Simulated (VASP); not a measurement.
# In (R-3m) in VASP: a series of runs, part 2 of 2

VASP 6.6.1.

## (4) Single point, PBEsol

Input file INCAR:

```
SYSTEM = In
PREC = Accurate
ENCUT = 520
EDIFF = 1E-7
ISMEAR = -1
SIGMA = 0.05
LREAL = .False.
LASPH = .True.
NELM = 60
ALGO = Normal
ISIF = 2
LWAVE = .False.
LCHARG = .False.
GGA = PS
NBANDS = 26
```

Input file KPOINTS:

```
regular mesh
0
Gamma
  5 5 5
  0 0 0
```

Input file POSCAR:

```
In
1.0
    1.6696368166      0.9639652655      8.2074632500
   -1.6696368166      0.9639652655      8.2074632500
    0.0000000000     -1.9279305310      8.2074632500
In
3
Direct
    0.2219877600      0.2219877600      0.2219877600
    0.7780122400      0.7780122400      0.7780122400
    0.0000000000      0.0000000000      0.0000000000
```

Potentials or basis: VASP PAW PBE potentials, release 64 (In_d).

Started as:

```sh
> cat potpaw_PBE.64/In_d/POTCAR > POTCAR
> mpirun -np 1 vasp_std > vasp.out
```

OUTCAR:

```text
SYSTEM = In
   PREC = Accurate
   ENCUT = 520
   EDIFF = 1E-7
   ISMEAR = -1
   LREAL = .False.
   LASPH = .True.
   NELM = 60
   ISIF = 2
   GGA = PS

 ion  position               nearest neighbor table
   1  0.222  0.222  0.222-   2 3.34   2 3.34   2 3.34   3 3.35   3 3.35   3 3.35
   2  0.778  0.778  0.778-   1 3.34   1 3.34   1 3.34   3 3.35   3 3.35   3 3.35
   3  0.000  0.000  0.000-   2 3.35   1 3.35   2 3.35   2 3.35   1 3.35   1 3.35

  LATTYP: Found a trigonal (rhomboedric) cell.
 ALAT       =     8.4308581492
 COS(alpha) =     0.9215612875

  Lattice vectors:

 A1 = (   1.6696368166,   0.9639652655,   8.2074632500)
 A2 = (  -1.6696368166,   0.9639652655,   8.2074632500)
 A3 = (   0.0000000000,  -1.9279305310,   8.2074632500)

Analysis of symmetry for initial positions (statically):
=====================================================================
 Subroutine PRICEL returns:
 Original cell was already a primitive cell.

 Routine SETGRP: Setting up the symmetry group for a
 trigonal (rhombohedral) supercell.

 Subroutine GETGRP returns: Found 12 space group operations
 (whereof 12 operations were pure point group operations)
 out of a pool of 12 trial point group operations.

The static configuration has the point symmetry D_3d.

Analysis of symmetry for dynamics (positions and initial velocities):
=====================================================================
 Subroutine PRICEL returns:
 Original cell was already a primitive cell.

 Routine SETGRP: Setting up the symmetry group for a
 trigonal (rhombohedral) supercell.

 Subroutine GETGRP returns: Found 12 space group operations
 (whereof 12 operations were pure point group operations)
 out of a pool of 12 trial point group operations.

The dynamic configuration has the point symmetry D_3d.

 Subroutine INISYM returns: Found 12 space group operations
 (whereof 12 operations are pure point group operations),
[... 106 lines left out ...]
   EFERMI =   0.00;   METHOD = LEGACY
   ISMEAR =    -1;   SIGMA  =   0.05  broadening in eV -4-tet -1-fermi 0-gaus
   EFERMI_NEDOS =   21; number of points for ismear=-14 and -15
   IALGO  =     38    algorithm
   IMIX   =      4    mixing-type and parameters
     AMIX     =   0.40;   BMIX     =  1.00
     AMIX_MAG =   1.60;   BMIX_MAG =  1.00
  volume/ion in A,a.u.               =      26.42       178.29
  Fermi-wavevector in a.u.,A,eV,Ry     =   1.292454  2.442384 22.727687  1.670438
  Thomas-Fermi vector in A             =   2.424161
   LORBIT       =      0    0 simple, 1 ext, 2 COOP (PROOUT), +10 PAW based schemes
   GGA     = PS    functional components
   LHFCALC =     F    Hartree Fock is set to
   AEXX    =    0.0000 exact exchange contribution
   IVDW    =     0    specifies the selected vdW correction
   LEPSILON=     F    determine dielectric tensor
   LRPA    =     F    only Hartree local field effects (RPA)
 non-spin polarized calculation
  energy-cutoff  :      520.00
  volume of cell :       79.26
 maximum number of plane-waves:      2160
   NGX = 31   NGY = 31   NGZ = 31

 number of electron      38.9999997 magnetization

 Free energy of the ion-electron system (eV)
  ---------------------------------------------------
  ext. energy  EPLUGINS =         0.00000000
  ---------------------------------------------------
  free energy    TOTEN  =        -8.93567656 eV

  energy without entropy =       -8.92184647  energy(sigma->0) =       -8.92876152

 E-fermi :   7.4319     XC(G=0): -10.3589

 val. band max:        7.3871225229   @ k =  -0.4000   0.2000   0.2000
 cond. band min:       7.4442301685   @ k =  -0.4000   0.4000   0.0000
 fundamental gap:      0.0571076456
 Fermi energy:         7.4319434248

 k-point     1 :       0.0000    0.0000    0.0000
  band No.  band energies     occupation
      1      -7.3285      2.00000
      2      -7.3216      2.00000
      3      -7.2850      2.00000
      4      -7.2850      2.00000
      5      -7.2818      2.00000
      6      -7.2593      2.00000
[... 540 lines left out ...]
     25      14.0982      0.00000
     26      14.9161      0.00000

------------------------ aborting loop because EDIFF is reached ----------------------------------------

  FORCE on cell =-STRESS in cart. coord.  units (eV):
  Direction    XX          YY          ZZ          XY          YZ          ZX
  --------------------------------------------------------------------------------------
  -------------------------------------------------------------------------------------
  Total       -1.5019125     -1.5019125      1.2921310      0.0000000     -0.0000000      0.0000000
  in kB      -30.3606888    -30.3606888     26.1200220      0.0000000     -0.0000000      0.0000000
  external PRESSURE =     -11.5337852 kB  Pullay stress =       0.0000000 kB

 VOLUME and BASIS-vectors are now :
 -----------------------------------------------------------------------------
  energy-cutoff  :      520.00
  volume of cell :       79.26
      direct lattice vectors                 reciprocal lattice vectors
     1.669636817  0.963965265  8.207463250     0.299466324  0.172896963  0.040613442
    -1.669636817  0.963965265  8.207463250    -0.299466324  0.172896963  0.040613442
     0.000000000 -1.927930531  8.207463250     0.000000000 -0.345793926  0.040613442

 POSITION                                       TOTAL-FORCE (eV/Angst)
 -----------------------------------------------------------------------------------
      0.00000      0.00000      5.46587         0.000000      0.000000      0.062987
      0.00000      0.00000     19.15652         0.000000      0.000000     -0.062987
      0.00000      0.00000      0.00000         0.000000      0.000000     -0.000000
 -----------------------------------------------------------------------------------
    total drift:                                0.000000      0.000000     -0.000000

  FREE ENERGIE OF THE ION-ELECTRON SYSTEM (eV)
  ---------------------------------------------------
  free  energy   TOTEN  =        -8.9356765643 eV

  energy  without entropy=       -8.9218464664  energy(sigma->0) =       -8.92876152
```

It took 3.6 min on 1 thread of AMD EPYC 7R13 (Zen 3), shared host; peak memory 0.47 GiB.

What came out:

| Item | Value |
| --- | --- |
| Free energy | -8.9357 eV |
| Pressure | -1.2 GPa |
| Largest force | 0.063 eV/Å |

Forces on the atoms (eV/Å):
```
In   0.000  0.000  0.063
In   0.000  0.000 -0.063
In   0.000  0.000  0.000
```

Levels at points of the mesh, in eV from the Fermi level:
```csv
k point,band 17,band 18,band 19,band 20,band 21,band 22
"(0.00, 0.00, 0.00)",-7.24,-7.21,0.29,0.32,8.55,8.55
```

Caveat: the k points lie up to 0.44 Å⁻¹ apart; the PAW data sets were made with another functional, which shifts forces and pressure a little; spin-orbit coupling is left out, which moves the levels of the heavy elements.

## (5) Single point, r2SCAN

POSCAR is that of step 4.

Input file INCAR.step1:

```
SYSTEM = In
PREC = Accurate
ENCUT = 520
ISMEAR = -1
SIGMA = 0.05
LREAL = .False.
LASPH = .True.
NELM = 100
NBANDS = 26
GGA = PE
ALGO = Normal
EDIFF = 1E-4
LWAVE = .True.
LCHARG = .False.
```

Input file INCAR.step2:

```
SYSTEM = In
PREC = Accurate
ENCUT = 520
EDIFF = 1E-7
ISMEAR = -1
SIGMA = 0.05
LREAL = .False.
LASPH = .True.
NELM = 100
ALGO = Normal
ISIF = 2
LWAVE = .False.
LCHARG = .True.
METAGGA = R2SCAN
LMIXTAU = .True.
LELF = .True.
LVHAR = .True.
NBANDS = 26
ISTART = 1
```

Input file KPOINTS:

```
Automatic mesh
0
Gamma
  5 5 5
  0 0 0
```

Started as:

```sh
> cat potpaw_PBE.64/In_d/POTCAR > POTCAR
> cp INCAR.step1 INCAR
> mpirun -np 1 vasp_std > vasp.out
> cp INCAR.step2 INCAR
> mpirun -np 1 vasp_std > vasp.out
```

Wall time 23 min (1 thread of AMD EPYC 7R13 (Zen 3), shared host); peak memory 0.59 GiB.

Results (log left out):

* Free energy: -67.6977 eV
* Pressure: 0.0 GPa
* Largest force: 0.099 eV/Å

Forces on the atoms (eV/Å):
```
In   0.000  0.000  0.099
In   0.000  0.000 -0.099
In   0.000  0.000  0.000
```

Stress tensor (GPa, compression positive):
```
-2.16  0.00  0.00
 0.00 -2.16  0.00
 0.00  0.00  4.39
```

Levels at points of the mesh, in eV from the Fermi level:
| k point | band 15 | band 16 | band 17 | band 18 | band 19 | band 20 | band 21 | band 22 | band 23 | band 24 |
| --- | --- | --- | --- | --- | --- | --- | --- | --- | --- | --- |
| (0.00, 0.00, 0.00) | -15.14 | -10.18 | -7.60 | -7.58 | 0.33 | 0.35 | 9.04 | 9.04 | 9.14 | 9.14 |

Caveat: the k points lie up to 0.44 Å⁻¹ apart; the PAW data sets were made with another functional, which shifts forces and pressure a little; spin-orbit coupling is left out, which moves the levels of the heavy elements.

## (6) Overview

| level | potentials or basis | k mesh | gap on the mesh (eV) | pressure (GPa) | largest force (eV/Å) |
| --- | --- | --- | --- | --- | --- |
| PBEsol | VASP PAW PBE potentials, release 64 (In_d) | 7 × 7 × 7 | none | -1.4 | 0.01 |
| LDA | VASP PAW LDA potentials, release 64 (In_d) | 5 × 5 × 5 | none | -2.7 | 0.06 |
| PBEsol | VASP PAW PBE potentials, release 64 (In_d) | 5 × 5 × 5 | none | -1.2 | 0.06 |
| r2SCAN | VASP PAW PBE potentials, release 64 (In_d) | 5 × 5 × 5 | none | 0.0 | 0.10 |

Alike in all rows: task single point; no spin polarisation; cell as given; cutoff (eV) 520; smearing fermi-dirac 0.05 eV.

Caveats: some runs use coarse meshes; spin-orbit coupling is left out, which moves the levels of the heavy elements; the PAW data sets were made with another functional, which shifts forces and pressure a little (some runs).

Absolute energies hang on the potentials; compare differences alone.
